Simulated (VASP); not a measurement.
# SnO2 (P4_2/mnm) in VASP: a series of runs, part 2 of 3

VASP 6.6.1. The steps go on from the part before.

## Step 3: Single point, r2SCAN

This run uses another cell than the first one, of 12.08 Å³/atom.

POSCAR reads:

```
SnO2
1.0
    4.7586162600      0.0000000000      0.0000000000
    0.0000000000      4.7586162600      0.0000000000
    0.0000000000      0.0000000000      3.2001508000
Sn O
2 4
Direct
    0.0000000000      0.0000000000      0.0000000000
    0.5000000000      0.5000000000      0.5000000000
    0.3059062700      0.3059062700      0.0000000000
    0.1940937300      0.8059062700      0.5000000000
    0.6940937300      0.6940937300      0.0000000000
    0.8059062700      0.1940937300      0.5000000000
```

INCAR.step1 reads:

```
ALGO = Normal
EDIFF = 1E-4
ENCUT = 520
GGA = PE
ISMEAR = -1
LASPH = T
LCHARG = F
LREAL = F
LWAVE = T
NBANDS = 35
NELM = 80
PREC = Accurate
SIGMA = 0.02
```

INCAR.step2 reads:

```
ALGO = Normal
EDIFF = 1E-7
ENCUT = 520
ISIF = 2
ISMEAR = -1
ISTART = 1
LASPH = T
LCHARG = T
LELF = T
LMIXTAU = T
LREAL = F
LVHAR = T
LWAVE = F
METAGGA = R2SCAN
NBANDS = 35
NELM = 80
PREC = Accurate
SIGMA = 0.02
```

KPOINTS reads:

```
k-points
0
Gamma
  6 6 10
```

Potentials or basis: VASP PAW PBE potentials, release 64 (Sn_d, O).

Launch:

```console
$ cat potpaw_PBE.64/Sn_d/POTCAR potpaw_PBE.64/O/POTCAR > POTCAR
$ cp INCAR.step1 INCAR
$ mpirun -np 1 vasp_std > vasp.out
$ cp INCAR.step2 INCAR
$ mpirun -np 1 vasp_std > vasp.out
```

OUTCAR:

```text
EDIFF = 1E-7
   ENCUT = 520
   ISIF = 2
   ISMEAR = -1
   ISTART = 1
   LASPH = T
   LREAL = F
   METAGGA = R2SCAN
   NELM = 80
   PREC = Accurate

 ion  position               nearest neighbor table
   1  0.000  0.000  0.000-   3 2.06   5 2.06   4 2.07   6 2.07   4 2.07   6 2.07   2 3.73   2 3.73
                             2 3.73   2 3.73   2 3.73   2 3.73   2 3.73   2 3.73
   2  0.500  0.500  0.500-   4 2.06   6 2.06   5 2.07   3 2.07   3 2.07   5 2.07   1 3.73   1 3.73
                             1 3.73   1 3.73   1 3.73   1 3.73   1 3.73   1 3.73
   3  0.306  0.306  0.000-   1 2.06   2 2.07   2 2.07
   4  0.194  0.806  0.500-   2 2.06   1 2.07   1 2.07
   5  0.694  0.694  0.000-   1 2.06   2 2.07   2 2.07
   6  0.806  0.194  0.500-   2 2.06   1 2.07   1 2.07

  LATTYP: Found a simple tetragonal cell.
 ALAT       =     4.7586162600
 C/A-ratio  =     0.6724960840

  Lattice vectors:

 A1 = (   4.7586162600,   0.0000000000,   0.0000000000)
 A2 = (   0.0000000000,   4.7586162600,   0.0000000000)
 A3 = (   0.0000000000,   0.0000000000,   3.2001508000)

Analysis of symmetry for initial positions (statically):
=====================================================================
 Subroutine PRICEL returns:
 Original cell was already a primitive cell.

 Routine SETGRP: Setting up the symmetry group for a
 simple tetragonal supercell.

 Subroutine GETGRP returns: Found 16 space group operations
 (whereof  8 operations were pure point group operations)
 out of a pool of 16 trial point group operations.

The static configuration has the point symmetry D_2h.
 The point group associated with its full space group is D_4h.

Analysis of symmetry for dynamics (positions and initial velocities):
=====================================================================
 Subroutine PRICEL returns:
 Original cell was already a primitive cell.

 Routine SETGRP: Setting up the symmetry group for a
 simple tetragonal supercell.

 Subroutine GETGRP returns: Found 16 space group operations
 (whereof  8 operations were pure point group operations)
 out of a pool of 16 trial point group operations.

The dynamic configuration has the point symmetry D_2h.
 The point group associated with its full space group is D_4h.

 Subroutine INISYM returns: Found 16 space group operations
 (whereof  8 operations are pure point group operations),
 and found     1 'primitive' translations

----------------------------------------------------------------------------------------

                                     Primitive cell

  volume of cell :      72.4656

  direct lattice vectors                    reciprocal lattice vectors
     4.758616260  0.000000000  0.000000000     0.210145123  0.000000000  0.000000000
     0.000000000  4.758616260  0.000000000     0.000000000  0.210145123  0.000000000
     0.000000000  0.000000000  3.200150800     0.000000000  0.000000000  0.312485274

  length of vectors
     4.758616260  4.758616260  3.200150800     0.210145123  0.210145123  0.312485274

  position of ions in fractional coordinates (direct lattice)
     0.000000000  0.000000000  0.000000000
     0.500000000  0.500000000  0.500000000
     0.305906270  0.305906270  0.000000000
     0.194093730  0.805906270  0.500000000
     0.694093730  0.694093730  0.000000000
     0.805906270  0.194093730  0.500000000

[... 40 lines left out ...]
  0.500000  0.000000  0.000000      2.000000
  0.166667  0.166667  0.000000      4.000000
  0.333333  0.166667  0.000000      8.000000
[... 16 lines left out ...]
  0.333333  0.000000  0.200000      8.000000
  0.500000  0.000000  0.200000      4.000000
 [... further k-points ...]
   k-points           NKPTS =     60   k-points in BZ     NKDIM =     60   number of bands    NBANDS=     35
   number of dos      NEDOS =    301   number of ions     NIONS =      6
   total plane-waves  NPLWV =  31104
   dimension x,y,z NGX =    36 NGY =   36 NGZ =   24
   dimension x,y,z NGXF=    72 NGYF=   72 NGZF=   48
   ions per type =               2   4
   NGX,Y,Z   is equivalent  to a cutoff of  12.58, 12.58, 12.47 a.u.
   NGXF,Y,Z  is equivalent  to a cutoff of  25.15, 25.15, 24.94 a.u.
 SYSTEM =  unknown system
   PREC   = accura    normal or accurate (medium, high low for compatibility)
   ISTART =      1    job   : 0-new  1-cont  2-samecut
   ICHARG =      0    charge: 1-file 2-atom 10-const
   ISPIN  =      1    spin polarized calculation?
   LNONCOLLINEAR =      F non collinear calculations
   LSORBIT =      F    spin-orbit coupling
   LASPH  =      T    aspherical Exc in radial PAW
   ENCUT  =  520.0 eV  38.22 Ry    6.18 a.u.   8.85  8.85  5.95*2*pi/ulx,y,z
   NELM   =     80;   NELMIN=  2; NELMDL=  0     # of ELM steps
   EDIFF  = 0.1E-06   stopping-criterion for ELM
   LREAL  =      F    real-space projection
   EDIFFG = 0.1E-05   stopping-criterion for IOM
   NSW    =      0    number of steps for IOM
   IBRION =     -1    ionic relax: 0-MD 1-quasi-New 2-CG
   NFREE  =      0    steps in history (QN), initial steepest desc. (CG)
   ISIF   =      2    stress and relaxation
   ISYM   =      2    0-nonsym 1-usesym 2-fastsym
   POTIM  = 0.5000    time-step for ionic-motion
   TEBEG  =    0.0;   TEEND  =   0.0 temperature during run
   PSTRESS=    0.0 pullay stress
   NELECT =      52.0000    total number of electrons
   NUPDOWN=      -1.0000    fix difference up-down
   EMIN   =  10.00;   EMAX   =-10.00  energy-range for DOS
   EFERMI =   0.00;   METHOD = LEGACY
   ISMEAR =    -1;   SIGMA  =   0.02  broadening in eV -4-tet -1-fermi 0-gaus
   EFERMI_NEDOS =   21; number of points for ismear=-14 and -15
   IALGO  =     38    algorithm
   IMIX   =      4    mixing-type and parameters
     AMIX     =   0.40;   BMIX     =  1.00
     AMIX_MAG =   1.60;   BMIX_MAG =  1.00
  volume/ion in A,a.u.               =      12.08        81.50
  Fermi-wavevector in a.u.,A,eV,Ry     =   1.465656  2.769688 29.227316  2.148147
  Thomas-Fermi vector in A             =   2.581487
   LORBIT       =      0    0 simple, 1 ext, 2 COOP (PROOUT), +10 PAW based schemes
   METAGGA = R2SCAN    functional components
   LHFCALC =     F    Hartree Fock is set to
   AEXX    =    0.0000 exact exchange contribution
   IVDW    =     0    specifies the selected vdW correction
   LEPSILON=     F    determine dielectric tensor
   LRPA    =     F    only Hartree local field effects (RPA)
 non-spin polarized calculation
  energy-cutoff  :      520.00
  volume of cell :       72.47
 maximum number of plane-waves:      1992
 NGX is ok and might be reduce to    36
   NGX = 17   NGY = 17   NGZ = 11

 number of electron      52.0000002 magnetization

 Free energy of the ion-electron system (eV)
  ---------------------------------------------------
  ext. energy  EPLUGINS =         0.00000000
  ---------------------------------------------------
  free energy    TOTEN  =       -84.62908961 eV

  energy without entropy =      -84.62908961  energy(sigma->0) =      -84.62908961

 E-fermi :   6.0075     XC(G=0): -11.9738

 val. band max:        5.5661268232   @ k =   0.0000   0.0000   0.0000
 cond. band min:       7.3690199498   @ k =   0.0000   0.0000   0.0000
 fundamental gap:      1.8028931266
 Fermi energy:         6.0074875798

 k-point     1 :       0.0000    0.0000    0.0000
  band No.  band energies     occupation
      1     -16.1724      2.00000
      2     -15.2574      2.00000
      3     -14.9557      2.00000
      4     -14.9557      2.00000
      5     -14.9332      2.00000
      6     -14.8953      2.00000
[... 901 lines left out ...]
     34      18.8407      0.00000
     35      19.2157      0.00000

 [... further k-points ...]

------------------------ aborting loop because EDIFF is reached ----------------------------------------

  FORCE on cell =-STRESS in cart. coord.  units (eV):
  Direction    XX          YY          ZZ          XY          YZ          ZX
  --------------------------------------------------------------------------------------
  -------------------------------------------------------------------------------------
  Total        0.4892057      0.4892057      0.7297115      0.0000000      0.0000000      0.0000000
  in kB       10.8160899     10.8160899     16.1335504      0.0000000      0.0000000      0.0000000
  external PRESSURE =      12.5885767 kB  Pullay stress =       0.0000000 kB

 VOLUME and BASIS-vectors are now :
 -----------------------------------------------------------------------------
  energy-cutoff  :      520.00
  volume of cell :       72.47
      direct lattice vectors                 reciprocal lattice vectors
     4.758616260  0.000000000  0.000000000     0.210145123  0.000000000  0.000000000
     0.000000000  4.758616260  0.000000000     0.000000000  0.210145123  0.000000000
     0.000000000  0.000000000  3.200150800     0.000000000  0.000000000  0.312485274

 POSITION                                       TOTAL-FORCE (eV/Angst)
 -----------------------------------------------------------------------------------
      0.00000      0.00000      0.00000         0.000000      0.000000      0.000000
      2.37931      2.37931      1.60008         0.000000      0.000000      0.000000
      1.45569      1.45569      0.00000        -0.020913     -0.020913      0.000000
      0.92362      3.83500      1.60008         0.020913     -0.020913      0.000000
      3.30293      3.30293      0.00000         0.020913      0.020913     -0.000000
      3.83500      0.92362      1.60008        -0.020913      0.020913     -0.000000
 -----------------------------------------------------------------------------------
    total drift:                               -0.000000      0.000000     -0.000000

  FREE ENERGIE OF THE ION-ELECTRON SYSTEM (eV)
  ---------------------------------------------------
  free  energy   TOTEN  =       -84.6290896063 eV

  energy  without entropy=      -84.6290896063  energy(sigma->0) =      -84.62908961
```

It took 2.7 min on 1 thread of Intel Xeon 6975P-C (Granite Rapids), shared host; peak memory 0.25 GiB.

What came out:

```
Free energy            : -84.6291 eV
Pressure               : 1.3 GPa
Largest force          : 0.030 eV/Å
Band gap on the k mesh : 1.80 eV
```

Forces in eV/Å, atoms in the order of the input:
```
Sn   0.000  0.000  0.000
Sn   0.000  0.000  0.000
O   -0.021 -0.021  0.000
O    0.021 -0.021  0.000
O    0.021  0.021  0.000
O   -0.021  0.021  0.000
```

Levels at points of the mesh, in eV from the valence-band top:
| k point | band 24 | band 25 | band 26 | band 27 | band 28 | band 29 |
| --- | --- | --- | --- | --- | --- | --- |
| (0.00, 0.00, 0.00) | -0.78 | -0.78 | 0.00 | 1.80 | 6.82 | 7.05 |
| (0.50, 0.00, 0.00) | -1.17 | -0.62 | -0.62 | 5.01 | 5.01 | 7.81 |
| (0.50, 0.50, 0.00) | -1.30 | -0.92 | -0.92 | 5.45 | 5.45 | 8.22 |
| (0.00, 0.00, 0.50) | -1.67 | -1.27 | -1.27 | 6.88 | 6.88 | 10.53 |
| (0.50, 0.00, 0.50) | -1.11 | -0.69 | -0.69 | 7.16 | 7.16 | 8.86 |
| (0.50, 0.50, 0.50) | -0.96 | -0.85 | -0.85 | 5.53 | 5.53 | 9.65 |

Caveat: the PAW data sets were made with another functional, which shifts forces and pressure a little; spin-orbit coupling is left out, which moves the levels of the heavy elements. r2SCAN opens gaps a little over a GGA but as a rule still falls short of measured ones.

## Step 4: Single point, r2SCAN

This run uses another cell than the first one, of 12.08 Å³/atom.

POSCAR is that of step 3.

INCAR.step1 reads:

```
SYSTEM = SnO2
  PREC = Accurate
  ENCUT = 520
  ISMEAR = -1
  SIGMA = 0.02
  LREAL = .FALSE.
  LASPH = .TRUE.
  NELM = 80
  NBANDS = 35
  GGA = PE
  ALGO = Normal
  EDIFF = 1E-4
  LWAVE = .TRUE.
  LCHARG = .FALSE.
```

INCAR.step2 reads:

```
SYSTEM = SnO2
  PREC = Accurate
  ENCUT = 520
  EDIFF = 1E-6
  ISMEAR = -1
  SIGMA = 0.02
  LREAL = .FALSE.
  LASPH = .TRUE.
  NELM = 80
  ALGO = Normal
  ISIF = 2
  LWAVE = .FALSE.
  LCHARG = .TRUE.
  METAGGA = R2SCAN
  LMIXTAU = .TRUE.
  LELF = .TRUE.
  LVHAR = .TRUE.
  NBANDS = 35
  ISTART = 1
```

KPOINTS reads:

```
regular mesh
0
G
  6 6 10
  0 0 0
```

Potentials or basis: VASP PAW PBE potentials, release 64 (Sn_d, O).

Launch:

```console
$ cat potpaw_PBE.64/Sn_d/POTCAR potpaw_PBE.64/O/POTCAR > POTCAR
$ cp INCAR.step1 INCAR
$ mpirun -np 1 vasp_std > vasp.out
$ cp INCAR.step2 INCAR
$ mpirun -np 1 vasp_std > vasp.out
```

OUTCAR:

```text
SYSTEM = SnO2
   PREC = Accurate
   ENCUT = 520
   EDIFF = 1E-6
   ISMEAR = -1
   LREAL = .FALSE.
   LASPH = .TRUE.
   NELM = 80
   ISIF = 2
   METAGGA = R2SCAN
   ISTART = 1

 ion  position               nearest neighbor table
   1  0.000  0.000  0.000-   3 2.06   5 2.06   4 2.07   6 2.07   4 2.07   6 2.07   2 3.73   2 3.73
                             2 3.73   2 3.73   2 3.73   2 3.73   2 3.73   2 3.73
   2  0.500  0.500  0.500-   4 2.06   6 2.06   5 2.07   3 2.07   3 2.07   5 2.07   1 3.73   1 3.73
                             1 3.73   1 3.73   1 3.73   1 3.73   1 3.73   1 3.73
   3  0.306  0.306  0.000-   1 2.06   2 2.07   2 2.07
   4  0.194  0.806  0.500-   2 2.06   1 2.07   1 2.07
   5  0.694  0.694  0.000-   1 2.06   2 2.07   2 2.07
   6  0.806  0.194  0.500-   2 2.06   1 2.07   1 2.07

  LATTYP: Found a simple tetragonal cell.
 ALAT       =     4.7586162600
 C/A-ratio  =     0.6724960840

  Lattice vectors:

 A1 = (   4.7586162600,   0.0000000000,   0.0000000000)
 A2 = (   0.0000000000,   4.7586162600,   0.0000000000)
 A3 = (   0.0000000000,   0.0000000000,   3.2001508000)

Analysis of symmetry for initial positions (statically):
=====================================================================
 Subroutine PRICEL returns:
 Original cell was already a primitive cell.

 Routine SETGRP: Setting up the symmetry group for a
 simple tetragonal supercell.

 Subroutine GETGRP returns: Found 16 space group operations
 (whereof  8 operations were pure point group operations)
 out of a pool of 16 trial point group operations.

The static configuration has the point symmetry D_2h.
 The point group associated with its full space group is D_4h.

Analysis of symmetry for dynamics (positions and initial velocities):
=====================================================================
 Subroutine PRICEL returns:
 Original cell was already a primitive cell.

[... 137 lines left out ...]
  volume/ion in A,a.u.               =      12.08        81.50
  Fermi-wavevector in a.u.,A,eV,Ry     =   1.465656  2.769688 29.227316  2.148147
  Thomas-Fermi vector in A             =   2.581487
   LORBIT       =      0    0 simple, 1 ext, 2 COOP (PROOUT), +10 PAW based schemes
   METAGGA = R2SCAN    functional components
   LHFCALC =     F    Hartree Fock is set to
   AEXX    =    0.0000 exact exchange contribution
   IVDW    =     0    specifies the selected vdW correction
   LEPSILON=     F    determine dielectric tensor
   LRPA    =     F    only Hartree local field effects (RPA)
 non-spin polarized calculation
  energy-cutoff  :      520.00
  volume of cell :       72.47
 maximum number of plane-waves:      1992
 NGX is ok and might be reduce to    36
   NGX = 17   NGY = 17   NGZ = 11

 number of electron      52.0000002 magnetization

 Free energy of the ion-electron system (eV)
  ---------------------------------------------------
  ext. energy  EPLUGINS =         0.00000000
  ---------------------------------------------------
  free energy    TOTEN  =       -84.62908939 eV

  energy without entropy =      -84.62908939  energy(sigma->0) =      -84.62908939

 E-fermi :   6.0075     XC(G=0): -11.9738

 val. band max:        5.5661516890   @ k =   0.0000   0.0000   0.0000
 cond. band min:       7.3690129284   @ k =   0.0000   0.0000   0.0000
 fundamental gap:      1.8028612394
 Fermi energy:         6.0074935008

 k-point     1 :       0.0000    0.0000    0.0000
  band No.  band energies     occupation
      1     -16.1724      2.00000
      2     -15.2573      2.00000
      3     -14.9557      2.00000
      4     -14.9557      2.00000
      5     -14.9332      2.00000
      6     -14.8953      2.00000
[... 901 lines left out ...]
     34      18.8407      0.00000
     35      19.2157      0.00000

 [... further k-points ...]

------------------------ aborting loop because EDIFF is reached ----------------------------------------

  FORCE on cell =-STRESS in cart. coord.  units (eV):
  Direction    XX          YY          ZZ          XY          YZ          ZX
  --------------------------------------------------------------------------------------
  -------------------------------------------------------------------------------------
  Total        0.4872538      0.4872538      0.7280976      0.0000000      0.0000000      0.0000000
  in kB       10.7729352     10.7729352     16.0978676      0.0000000      0.0000000      0.0000000
  external PRESSURE =      12.5479127 kB  Pullay stress =       0.0000000 kB

 VOLUME and BASIS-vectors are now :
 -----------------------------------------------------------------------------
  energy-cutoff  :      520.00
  volume of cell :       72.47
      direct lattice vectors                 reciprocal lattice vectors
     4.758616260  0.000000000  0.000000000     0.210145123  0.000000000  0.000000000
     0.000000000  4.758616260  0.000000000     0.000000000  0.210145123  0.000000000
     0.000000000  0.000000000  3.200150800     0.000000000  0.000000000  0.312485274

 POSITION                                       TOTAL-FORCE (eV/Angst)
 -----------------------------------------------------------------------------------
      0.00000      0.00000      0.00000         0.000000      0.000000      0.000000
      2.37931      2.37931      1.60008         0.000000      0.000000      0.000000
      1.45569      1.45569      0.00000        -0.020930     -0.020930      0.000000
      0.92362      3.83500      1.60008         0.020930     -0.020930      0.000000
      3.30293      3.30293      0.00000         0.020930      0.020930      0.000000
      3.83500      0.92362      1.60008        -0.020930      0.020930      0.000000
 -----------------------------------------------------------------------------------
    total drift:                               -0.000000      0.000000     -0.000000

  FREE ENERGIE OF THE ION-ELECTRON SYSTEM (eV)
  ---------------------------------------------------
  free  energy   TOTEN  =       -84.6290893946 eV

  energy  without entropy=      -84.6290893946  energy(sigma->0) =      -84.62908939
```

Wall time 2.4 min (1 thread of Intel Xeon 6975P-C (Granite Rapids), shared host); peak memory 0.25 GiB.

Results:

- Free energy: -84.6291 eV
- Pressure: 1.3 GPa
- Largest force: 0.030 eV/Å
- Band gap on the k mesh: 1.80 eV

Forces in eV/Å, atoms in the order of the input:
```
Sn   0.000  0.000  0.000
Sn   0.000  0.000  0.000
O   -0.021 -0.021  0.000
O    0.021 -0.021  0.000
O    0.021  0.021  0.000
O   -0.021  0.021  0.000
```

Levels at points of the mesh, in eV from the valence-band top:
| k point | band 23 | band 24 | band 25 | band 26 | band 27 | band 28 | band 29 | band 30 |
| --- | --- | --- | --- | --- | --- | --- | --- | --- |
| (0.00, 0.00, 0.00) | -1.22 | -0.78 | -0.78 | 0.00 | 1.80 | 6.82 | 7.05 | 7.05 |
| (0.50, 0.00, 0.00) | -1.17 | -1.17 | -0.62 | -0.62 | 5.01 | 5.01 | 7.81 | 7.81 |
| (0.50, 0.50, 0.00) | -1.30 | -1.30 | -0.92 | -0.92 | 5.45 | 5.45 | 8.22 | 8.22 |
| (0.00, 0.00, 0.50) | -1.67 | -1.67 | -1.27 | -1.27 | 6.88 | 6.88 | 10.53 | 10.53 |
| (0.50, 0.00, 0.50) | -1.11 | -1.11 | -0.69 | -0.69 | 7.16 | 7.16 | 8.86 | 8.86 |
| (0.50, 0.50, 0.50) | -0.96 | -0.96 | -0.85 | -0.85 | 5.53 | 5.53 | 9.65 | 9.65 |

Caveat: the PAW data sets were made with another functional, which shifts forces and pressure a little; spin-orbit coupling is left out, which moves the levels of the heavy elements. r2SCAN opens gaps a little over a GGA but as a rule still falls short of measured ones.

(Continued in part 3 of 3.)
